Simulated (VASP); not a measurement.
# MgO (Fm-3m) in VASP: notebook, part 2 of 2

VASP 6.6.1. The steps go on from the part before.

**3. Single point, LDA**

Input file INCAR:

```
PREC = Accurate
ENCUT = 600
EDIFF = 1E-6
ISMEAR = 0
SIGMA = 0.03
LREAL = F
LASPH = T
NELM = 120
ALGO = Normal
ISIF = 2
LWAVE = F
LCHARG = F
GGA = CA
NBANDS = 11
GGA_COMPAT = F
```

Input file KPOINTS:

```
regular mesh
0
Gamma
  8 8 8
```

Input file POSCAR:

```
MgO
1.0
    0.0000000000      2.1060000000      2.1060000000
    2.1060000000      0.0000000000      2.1060000000
    2.1060000000      2.1060000000      0.0000000000
Mg O
1 1
Direct
    0.0000000000      0.0000000000      0.0000000000
    0.5000000000      0.5000000000      0.5000000000
```

Potentials or basis: VASP PAW LDA potentials, release 64 (Mg, O).

Command:

```
$ cat potpaw_LDA.64/Mg/POTCAR potpaw_LDA.64/O/POTCAR > POTCAR
$ mpirun -np 1 vasp_std > vasp.out
```

OUTCAR:

```text
PREC = Accurate
   ENCUT = 600
   EDIFF = 1E-6
   ISMEAR = 0
   LREAL = F
   LASPH = T
   NELM = 120
   ISIF = 2
   GGA = CA

 ion  position               nearest neighbor table
   1  0.000  0.000  0.000-   2 2.11   2 2.11   2 2.11   2 2.11   2 2.11   2 2.11
   2  0.500  0.500  0.500-   1 2.11   1 2.11   1 2.11   1 2.11   1 2.11   1 2.11

  LATTYP: Found a face centered cubic cell.
 ALAT       =     4.2120000000

  Lattice vectors:

 A1 = (   0.0000000000,   2.1060000000,   2.1060000000)
 A2 = (   2.1060000000,   0.0000000000,   2.1060000000)
 A3 = (   2.1060000000,   2.1060000000,   0.0000000000)

Analysis of symmetry for initial positions (statically):
=====================================================================
 Subroutine PRICEL returns:
 Original cell was already a primitive cell.

 Routine SETGRP: Setting up the symmetry group for a
 face centered cubic supercell.

 Subroutine GETGRP returns: Found 48 space group operations
 (whereof 48 operations were pure point group operations)
 out of a pool of 48 trial point group operations.

The static configuration has the point symmetry O_h .
[... 170 lines left out ...]
      1     -14.1228      2.00000
      2       2.8787      2.00000
      3       2.8787      2.00000
      4       2.8787      2.00000
      5       7.5368      0.00000
      6      18.4065      0.00000
      7      18.4065      0.00000
      8      18.4065      0.00000
      9      22.4310      0.00000
     10      24.0745      0.00000
     11      24.0745      0.00000
[... 309 lines left out ...]
 k-point    24 :      -0.3750    0.2500    0.1250
  band No.  band energies     occupation
      1     -12.6126      2.00000
      2      -1.1953      2.00000
      3       0.9065      2.00000
      4       1.8725      2.00000
      5      12.3803      0.00000
      6      14.8758      0.00000
      7      16.0756      0.00000
      8      19.4656      0.00000
      9      23.1326      0.00000
     10      24.6164      0.00000
     11      28.6669      0.00000

 [... further k-points ...]

------------------------ aborting loop because EDIFF is reached ----------------------------------------

  FORCE on cell =-STRESS in cart. coord.  units (eV):
  Direction    XX          YY          ZZ          XY          YZ          ZX
  --------------------------------------------------------------------------------------
  -------------------------------------------------------------------------------------
  Total       -0.9285251     -0.9285251     -0.9285251      0.0000000     -0.0000000     -0.0000000
  in kB      -79.6341079    -79.6341079    -79.6341079      0.0000000     -0.0000000     -0.0000000
  external PRESSURE =     -79.6341079 kB  Pullay stress =       0.0000000 kB

 VOLUME and BASIS-vectors are now :
 -----------------------------------------------------------------------------
  energy-cutoff  :      600.00
  volume of cell :       18.68
      direct lattice vectors                 reciprocal lattice vectors
     0.000000000  2.106000000  2.106000000    -0.237416904  0.237416904  0.237416904
     2.106000000  0.000000000  2.106000000     0.237416904 -0.237416904  0.237416904
     2.106000000  2.106000000  0.000000000     0.237416904  0.237416904 -0.237416904

 POSITION                                       TOTAL-FORCE (eV/Angst)
 -----------------------------------------------------------------------------------
      0.00000      0.00000      0.00000         0.000000      0.000000      0.000000
      2.10600      2.10600      2.10600         0.000000      0.000000     -0.000000
 -----------------------------------------------------------------------------------
    total drift:                               -0.000000     -0.000000      0.000000

  FREE ENERGIE OF THE ION-ELECTRON SYSTEM (eV)
  ---------------------------------------------------
  free  energy   TOTEN  =       -13.4280543418 eV

  energy  without entropy=      -13.4280543418  energy(sigma->0) =      -13.42805434
```

Run time: 3.2 s. Hardware: 1 thread of Intel Xeon 6975P-C (Granite Rapids), shared host; peak memory 0.13 GiB.

Results:

| Property | Result |
| --- | --- |
| Free energy | -13.4281 eV |
| Pressure | -8.0 GPa |
| Band gap on the k mesh | 4.66 eV, direct |

LDA gaps usually lie below the measured ones, often by a third to a half.

**4. Single point, r2SCAN**

POSCAR is that of step 3.

Input file INCAR.step1:

```
SYSTEM = MgO
PREC = Accurate
ENCUT = 660
ISMEAR = 0
SIGMA = 0.03
LREAL = .False.
LASPH = .True.
NELM = 120
NBANDS = 11
GGA = PE
ALGO = Normal
EDIFF = 1E-5
LWAVE = .True.
LCHARG = .False.
GGA_COMPAT = .False.
```

Input file INCAR.step2:

```
SYSTEM = MgO
PREC = Accurate
ENCUT = 660
EDIFF = 1E-6
ISMEAR = 0
SIGMA = 0.03
LREAL = .False.
LASPH = .True.
NELM = 120
ALGO = Normal
ISIF = 2
LWAVE = .False.
LCHARG = .False.
METAGGA = R2SCAN
LMIXTAU = .True.
NBANDS = 11
ISTART = 1
GGA_COMPAT = .False.
```

Input file KPOINTS:

```
regular mesh
0
Gamma
  8 8 8
  0 0 0
```

Potentials or basis: VASP PAW PBE potentials, release 64 (Mg, O).

Command:

```
$ cat potpaw_PBE.64/Mg/POTCAR potpaw_PBE.64/O/POTCAR > POTCAR
$ cp INCAR.step1 INCAR
$ mpirun -np 1 vasp_std > vasp.out
$ cp INCAR.step2 INCAR
$ mpirun -np 1 vasp_std > vasp.out
```

It took 31 s on 1 thread of Intel Xeon 6975P-C (Granite Rapids), shared host; peak memory 0.17 GiB.

It converged, with:

```yaml
Free_energy: -16.1666 eV
Pressure: -2.3 GPa
Band_gap_on_the_k_mesh: 5.61 eV, direct
```

Levels at points of the mesh, in eV from the valence-band top:
```
           k point  band 1  band 2  band 3  band 4  band 5  band 6  band 7  band 8  band 9
(0.00, 0.00, 0.00)  -18.20    0.00    0.00    0.00    5.61   16.84   16.84   16.84   20.99
(0.50, 0.00, 0.00)  -16.95   -4.61   -0.67   -0.67    8.81   13.81   17.43   17.43   22.38
(0.50, 0.50, 0.00)  -16.70   -4.10   -1.37   -1.37   10.04   11.07   14.29   20.37   20.37
```

Caveat: the PAW data sets were made with another functional, which shifts forces and pressure a little. r2SCAN opens gaps a little over a GGA but as a rule still falls short of measured ones.

**5. The runs side by side**

```csv
level,potentials or basis,cutoff (eV),gap on the mesh (eV),pressure (GPa)
PBE,"VASP PAW PBE potentials, release 64 (Mg, O)",600,4.73,3.7
LDA,"VASP PAW LDA potentials, release 64 (Mg, O)",600,4.66,-8.0
r2SCAN,"VASP PAW PBE potentials, release 64 (Mg, O)",660,5.61,-2.3
```

Alike in all rows: task single point; no spin polarisation; cell as given; k mesh 8 × 8 × 8; smearing gaussian 0.03 eV.

Caveats: the PAW data sets were made with another functional, which shifts forces and pressure a little (some runs).

Total energies depend on the potentials used, so only differences within one code and one set of settings carry meaning.
